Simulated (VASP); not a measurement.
# V (Im-3m) in VASP: notebook

V is run at these levels: PBE; tasks: single point.

All numbers are computed with VASP 6.6.1; they aren't measurements. Logs are shortened: lines on timing, memory, paths and dates and some standing lists are left out, and cuts for length are marked.

## (1) The cell of the first run

Symmetry: Im-3m, No. 229, cubic system. Conventional cell: a = 3.094 Å, b = 3.094 Å, c = 3.094 Å, α = 90.00°, β = 90.00°, γ = 90.00°. V (site symmetry m-3m) has 14 V at 2.68 to 3.09 Å within 3.5 Å.

## (2) Single point, PBE (volume scaled by 1.10)

Contents of INCAR:

```
SYSTEM = V
ALGO = Normal ; EDIFF = 1E-6
ENCUT = 520 ; GGA = PE
ISIF = 2 ; ISMEAR = 0
LASPH = .TRUE. ; LCHARG = .FALSE.
LREAL = .FALSE. ; LWAVE = .FALSE.
NBANDS = 12 ; NELM = 80
PREC = Accurate ; SIGMA = 0.1
```

Contents of KPOINTS:

```
k-points
0
G
  20 20 20
  0 0 0
```

Contents of POSCAR:

```
V
1.0
   -1.5469859782      1.5469859782      1.5469859782
    1.5469859782     -1.5469859782      1.5469859782
    1.5469859782      1.5469859782     -1.5469859782
V
1
Direct
    0.0000000000      0.0000000000      0.0000000000
```

Potentials or basis: VASP PAW PBE potentials, release 64 (V_sv).

Command:

```console
$ cat potpaw_PBE.64/V_sv/POTCAR > POTCAR
$ mpirun -np 1 vasp_std > vasp.out
```

OUTCAR:

```text
SYSTEM = V
   EDIFF = 1E-6
   ENCUT = 520
   GGA = PE
   ISIF = 2
   ISMEAR = 0
   LASPH = .TRUE.
   LREAL = .FALSE.
   NELM = 80
   PREC = Accurate

 ion  position               nearest neighbor table
   1  0.000  0.000  0.000-

  LATTYP: Found a body centered cubic cell.
 ALAT       =     3.0939719564

  Lattice vectors:

 A1 = (  -1.5469859782,   1.5469859782,   1.5469859782)
 A2 = (   1.5469859782,  -1.5469859782,   1.5469859782)
 A3 = (   1.5469859782,   1.5469859782,  -1.5469859782)

Analysis of symmetry for initial positions (statically):
=====================================================================
 Subroutine PRICEL returns:
 Original cell was already a primitive cell.

 Routine SETGRP: Setting up the symmetry group for a
 body centered cubic supercell.

 Subroutine GETGRP returns: Found 48 space group operations
 (whereof 48 operations were pure point group operations)
 out of a pool of 48 trial point group operations.

The static configuration has the point symmetry O_h .

Analysis of symmetry for dynamics (positions and initial velocities):
=====================================================================
 Subroutine PRICEL returns:
 Original cell was already a primitive cell.

 Routine SETGRP: Setting up the symmetry group for a
 body centered cubic supercell.

 Subroutine GETGRP returns: Found 48 space group operations
 (whereof 48 operations were pure point group operations)
 out of a pool of 48 trial point group operations.

The dynamic configuration has the point symmetry O_h .

 Subroutine INISYM returns: Found 48 space group operations
 (whereof 48 operations are pure point group operations),
 and found     1 'primitive' translations

----------------------------------------------------------------------------------------

                                     Primitive cell

  volume of cell :      14.8088

  direct lattice vectors                    reciprocal lattice vectors
    -1.546985978  1.546985978  1.546985978     0.000000000  0.323209135  0.323209135
     1.546985978 -1.546985978  1.546985978     0.323209135  0.000000000  0.323209135
     1.546985978  1.546985978 -1.546985978     0.323209135  0.323209135  0.000000000

  length of vectors
     2.679458313  2.679458313  2.679458313     0.457086742  0.457086742  0.457086742

  position of ions in fractional coordinates (direct lattice)
     0.000000000  0.000000000  0.000000000

  ion indices of the primitive-cell ions
   primitive index   ion index
[... 80 lines left out ...]
   ISYM   =      2    0-nonsym 1-usesym 2-fastsym
   POTIM  = 0.5000    time-step for ionic-motion
   TEBEG  =    0.0;   TEEND  =   0.0 temperature during run
   PSTRESS=    0.0 pullay stress
   NELECT =      13.0000    total number of electrons
   NUPDOWN=      -1.0000    fix difference up-down
   EMIN   =  10.00;   EMAX   =-10.00  energy-range for DOS
   EFERMI =   0.00;   METHOD = LEGACY
   ISMEAR =     0;   SIGMA  =   0.10  broadening in eV -4-tet -1-fermi 0-gaus
   EFERMI_NEDOS =   21; number of points for ismear=-14 and -15
   IALGO  =     38    algorithm
   IMIX   =      4    mixing-type and parameters
     AMIX     =   0.40;   BMIX     =  1.00
     AMIX_MAG =   1.60;   BMIX_MAG =  1.00
  volume/ion in A,a.u.               =      14.81        99.93
  Fermi-wavevector in a.u.,A,eV,Ry     =   1.567531  2.962205 33.431618  2.457155
  Thomas-Fermi vector in A             =   2.669697
   LORBIT       =      0    0 simple, 1 ext, 2 COOP (PROOUT), +10 PAW based schemes
   GGA     = PE    functional components
   LHFCALC =     F    Hartree Fock is set to
   AEXX    =    0.0000 exact exchange contribution
   IVDW    =     0    specifies the selected vdW correction
   LEPSILON=     F    determine dielectric tensor
   LRPA    =     F    only Hartree local field effects (RPA)
 non-spin polarized calculation
 Gauss-broadening in eV      SIGMA  =   0.10
  energy-cutoff  :      520.00
  volume of cell :       14.81
 maximum number of plane-waves:       420
   NGX =  9   NGY =  9   NGZ =  9

 number of electron      13.0000010 magnetization

 Free energy of the ion-electron system (eV)
  ---------------------------------------------------
  ext. energy  EPLUGINS =         0.00000000
  ---------------------------------------------------
  free energy    TOTEN  =        -8.93279028 eV

  energy without entropy =       -8.92305855  energy(sigma->0) =       -8.92792442

 E-fermi :   8.5722     XC(G=0): -12.3998

 val. band max:        8.5679915725   @ k =  -0.1500   0.2500   0.0500
 cond. band min:       8.5805092123   @ k =   0.2000   0.0500   0.0000
 fundamental gap:      0.0125176398
 Fermi energy:         8.5722256109

 k-point     1 :       0.0000    0.0000    0.0000
  band No.  band energies     occupation
      1     -55.2702      2.00000
      2     -28.7023      2.00000
      3     -28.7023      2.00000
      4     -28.7023      2.00000
      5       2.2122      2.00000
      6       8.9575      0.00000
      7       8.9575      0.00000
      8       8.9575      0.00000
      9      10.7398      0.00000
     10      10.7398      0.00000
     11      28.3168      0.00000
     12      28.3168      0.00000
[... 331 lines left out ...]
 k-point    24 :       0.2500    0.1000    0.0000
  band No.  band energies     occupation
      1     -55.1768      2.00000
      2     -29.1484      2.00000
      3     -28.8478      2.00000
      4     -28.7269      2.00000
      5       5.0870      2.00000
      6       8.0294      2.00000
      7       8.3209      1.99962
      8      10.4069      0.00000
      9      10.9770      0.00000
     10      11.1944      0.00000
     11      22.0099      0.00000
     12      24.6855      0.00000

 [... further k-points ...]

------------------------ aborting loop because EDIFF is reached ----------------------------------------

  FORCE on cell =-STRESS in cart. coord.  units (eV):
  Direction    XX          YY          ZZ          XY          YZ          ZX
  --------------------------------------------------------------------------------------
  -------------------------------------------------------------------------------------
  Total       -1.3247105     -1.3247105     -1.3247105     -0.0000000      0.0000000      0.0000000
  in kB     -143.3218604   -143.3218604   -143.3218604     -0.0000000      0.0000000      0.0000000
  external PRESSURE =    -143.3218604 kB  Pullay stress =       0.0000000 kB

 VOLUME and BASIS-vectors are now :
 -----------------------------------------------------------------------------
  energy-cutoff  :      520.00
  volume of cell :       14.81
      direct lattice vectors                 reciprocal lattice vectors
    -1.546985978  1.546985978  1.546985978     0.000000000  0.323209135  0.323209135
     1.546985978 -1.546985978  1.546985978     0.323209135  0.000000000  0.323209135
     1.546985978  1.546985978 -1.546985978     0.323209135  0.323209135  0.000000000

 POSITION                                       TOTAL-FORCE (eV/Angst)
 -----------------------------------------------------------------------------------
      0.00000      0.00000      0.00000         0.000000     -0.000000      0.000000
 -----------------------------------------------------------------------------------
    total drift:                                0.000000     -0.000000      0.000000

  FREE ENERGIE OF THE ION-ELECTRON SYSTEM (eV)
  ---------------------------------------------------
  free  energy   TOTEN  =        -8.9327902810 eV

  energy  without entropy=       -8.9230585535  energy(sigma->0) =       -8.92792442
```

OSZICAR:

```text
N       E                     dE             d eps       ncg     rms          rms(c)
DAV:   1     0.914804494155E+02    0.91480E+02   -0.70632E+03  6160   0.117E+03
DAV:   2    -0.917810271209E+01   -0.10066E+03   -0.97871E+02  6272   0.328E+02
DAV:   3    -0.104903404469E+02   -0.13122E+01   -0.13080E+01  6812   0.438E+01
DAV:   4    -0.104972303360E+02   -0.68899E-02   -0.68898E-02  6580   0.340E+00
DAV:   5    -0.104973175500E+02   -0.87214E-04   -0.87213E-04  6876   0.360E-01    0.162E+01
DAV:   6    -0.895837903510E+01    0.15389E+01   -0.38782E+00  6368   0.317E+01    0.141E+00
DAV:   7    -0.894179204649E+01    0.16587E-01   -0.55799E-02  6328   0.343E+00    0.804E-01
DAV:   8    -0.893278734662E+01    0.90047E-02   -0.46330E-03  6800   0.103E+00    0.132E-01
DAV:   9    -0.893279362967E+01   -0.62830E-05   -0.59414E-04  6280   0.373E-01    0.415E-02
DAV:  10    -0.893279102325E+01    0.26064E-05   -0.41453E-05  6512   0.108E-01    0.128E-02
DAV:  11    -0.893279028102E+01    0.74223E-06   -0.43549E-06  6356   0.339E-02
   1 F= -.89327903E+01 E0= -.89279244E+01  d E =-.973173E-02
```

Wall time 24 s (1 thread of Intel Xeon 6975P-C, shared host); peak memory 0.16 GiB.

Results:

| Property | Result |
| --- | --- |
| Free energy | -8.9328 eV |
| Pressure | -14.3 GPa |

Caveat: the cell differs from its parent crystal (volume scaled by 1.10).

## (3) Single point, PBE

This run uses another cell than the first one, of 13.89 Å³/atom, 0.938 times its volume.

Contents of INCAR:

```
PREC = Accurate ; ENCUT = 500
EDIFF = 1E-6 ; ISMEAR = 0
SIGMA = 0.1 ; LREAL = F
LASPH = T ; NELM = 120
ALGO = Normal ; ISIF = 2
LWAVE = F ; LCHARG = T
GGA = PE ; LELF = T
LVHAR = T ; NBANDS = 12
GGA_COMPAT = F
```

Contents of KPOINTS:

```
Automatic mesh
0
Gamma
  8 8 8
```

Contents of POSCAR:

```
V
1.0
   -1.5143500000      1.5143500000      1.5143500000
    1.5143500000     -1.5143500000      1.5143500000
    1.5143500000      1.5143500000     -1.5143500000
V
1
Direct
    0.0000000000      0.0000000000      0.0000000000
```

Potentials or basis: VASP PAW PBE potentials, release 64 (V_sv).

Command:

```console
$ cat potpaw_PBE.64/V_sv/POTCAR > POTCAR
$ mpirun -np 1 vasp_std > vasp.out
```

It took 6.1 s on 1 thread of AMD EPYC 9R45 (Zen 5), shared host; peak memory 0.09 GiB.

Results (log left out):

- Free energy: -8.9995 eV
- Pressure: -6.4 GPa

Levels at points of the mesh, in eV from the Fermi level:
| k point | band 3 | band 4 | band 5 | band 6 | band 7 | band 8 | band 9 | band 10 |
| --- | --- | --- | --- | --- | --- | --- | --- | --- |
| (0.00, 0.00, 0.00) | -37.09 | -37.09 | -6.55 | 0.41 | 0.41 | 0.41 | 2.34 | 2.34 |
| (0.50, 0.00, 0.00) | -37.35 | -37.09 | -3.08 | -1.07 | 1.51 | 2.34 | 2.69 | 3.96 |
| (0.50, 0.50, 0.50) | -37.65 | -37.65 | -2.87 | -2.87 | 3.59 | 3.59 | 3.59 | 9.89 |

Caveat: the k points lie up to 0.37 Å⁻¹ apart.
